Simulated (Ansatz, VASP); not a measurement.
**Two plane-wave programs on Rh**

File INCAR:

```
SYSTEM = Rh
ALGO = Normal
EDIFF = 1E-6
ENCUT = 500
GGA = PS
GGA_COMPAT = .FALSE.
ISIF = 2
ISMEAR = 0
LASPH = .TRUE.
LCHARG = .TRUE.
LELF = .TRUE.
LREAL = .FALSE.
LVHAR = .TRUE.
LWAVE = .FALSE.
NBANDS = 22
NELM = 120
PREC = Accurate
SIGMA = 0.15
```

Contents of KPOINTS:

```
k-points
0
G
  18 18 12
  0 0 0
```

POSCAR

```
Rh
1.0
    2.7309790422      0.0000000000      0.0000000000
   -1.3654895211      2.3650972278      0.0000000000
    0.0000000000      0.0000000000      4.4949163350
Rh
2
Direct
    0.6666666667      0.3333333333      0.7500000000
    0.3333333333      0.6666666667      0.2500000000
```

Input for Ansatz:

```yaml
crystal:
  lattice:
    - [2.7309790422, 0.0, 0.0]
    - [-1.3654895211, 2.3650972278, 0.0]
    - [0.0, 0.0, 4.494916335]
  atoms:
    - { symbol: Rh, position: [0.6666666667, 0.3333333333, 0.75] }
    - { symbol: Rh, position: [0.3333333333, 0.6666666667, 0.25] }
basis:
  ecutwfc: 420
kpoints:
  mp_grid: { grid: [18, 18, 12] }
hamiltonian:
  xc: pbesol
scf:
  occupations: { method: gaussian, width: 0.15 }
output:
  forces: true
  stress: true
  eigenvalues: true
```

Change from the starting cell: strain +0.000 along x and y, +0.015 along z, atoms carried along.

Alike in both runs: task single point; functional PBEsol; k mesh 18 × 18 × 12; occupations gaussian, width 0.15 eV; no spin polarisation.

```csv
,VASP,Ansatz
version,VASP 6.6.1,Ansatz 0.2.0
potentials or method,"VASP PAW PBE potentials, release 64 (Rh_pv), cutoff 500 eV","scalar-relativistic, plane waves, PAW"
valence electrons in the cell,30,34
```

```csv
,VASP,Ansatz,Ansatz less VASP
gap on the k mesh at the Fermi level (eV),none,none,-
pressure (GPa),-16.8,-16.8,-0.01
"traceless stress, the component that is largest in VASP (GPa)",-3.22,-3.23,-0.010
```

VASP's potentials were made for PBE, not for PBEsol. A gap of «none» marks a metal or a gap that the smearing closes. With one functional, cell and mesh, what is left measures potentials, basis and numerics. VASP's potentials hold 30 valence electrons a cell and Ansatz's 34, so a difference there can come from the potentials and not from the codes.
